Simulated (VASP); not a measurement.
A run of VASP 6.6.1 is set up as follows.

Contents of INCAR:

```
SYSTEM = Mg2NCl
ALGO = Normal ; EDIFF = 1E-6
ENCUT = 520 ; GGA = PS
ISIF = 2 ; ISMEAR = -1
LASPH = .True. ; LCHARG = .False.
LREAL = .False. ; LWAVE = .False.
NBANDS = 16 ; NELM = 100
PREC = Accurate ; SIGMA = 0.02
```

File KPOINTS:

```
k-points
0
Gamma
  8 8 8
  0 0 0
```

POSCAR

```
Mg2NCl
1.0
    1.6434916606      0.9488703526      5.9317451131
   -1.6434916606      0.9488703526      5.9317451131
    0.0000000000     -1.8977407053      5.9317451131
Mg N Cl
2 1 1
Direct
    0.2232003783      0.2232003783      0.2232003783
    0.7767996217      0.7767996217      0.7767996217
    0.5000000000      0.5000000000      0.5000000000
    0.0000000000      0.0000000000      0.0000000000
```

Potentials or basis: VASP PAW PBE potentials, release 64 (Mg, N, Cl).

Launch:

```sh
$ cat potpaw_PBE.64/Mg/POTCAR potpaw_PBE.64/N/POTCAR potpaw_PBE.64/Cl/POTCAR > POTCAR
$ mpirun -np 1 vasp_std > vasp.out
```

(1) What does it give for the band gap on the k mesh?

(2) Predict the pressure.

(3) What does it give for the largest force?

## Answers

(1) 2.33 eV.

(2) -0.2 GPa.

(3) 0.046 eV/Å.

Caveat: the PAW data sets were made with another functional, which shifts forces and pressure a little.
